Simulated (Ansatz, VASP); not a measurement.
**As: VASP beside Ansatz**

```
CELL_PARAMETERS angstrom
-1.72547 1.72547 7.20910
1.72547 -1.72547 7.20910
1.72547 1.72547 -7.20910
ATOMIC_POSITIONS crystal
As 0.78822 0.78822 0.00000
As 0.53822 0.03822 0.50000
As 0.96178 0.46178 0.50000
As 0.21178 0.21178 0.00000
```

Alike in both runs: functional PBE; k mesh 18 × 18 × 18; occupations gaussian, width 0.1 eV; no spin polarisation.

Ansatz relaxed the structure, and its values are those at the end. VASP's run is a single point on that final structure, the one shown.

```csv
,VASP,Ansatz
version,VASP 6.6.1,Ansatz 0.2.0
potentials or method,"VASP PAW PBE potentials, release 64 (As), cutoff 520 eV","scalar-relativistic, plane waves, PAW"
valence electrons in the cell,20,60
```

|  | VASP | Ansatz | Ansatz less VASP |
| --- | --- | --- | --- |
| gap on the k mesh at the Fermi level (eV) | none | none | - |
| pressure (GPa) | 0.2 | 0.0 | -0.15 |
| rms of the force components (eV/Å) | 0.011 | 0.000 | -0.0103 |

A gap of «none» marks a metal or a gap that the smearing closes. VASP's potentials hold 20 valence electrons a cell and Ansatz's 60, so a difference there can come from the potentials and not from the codes.
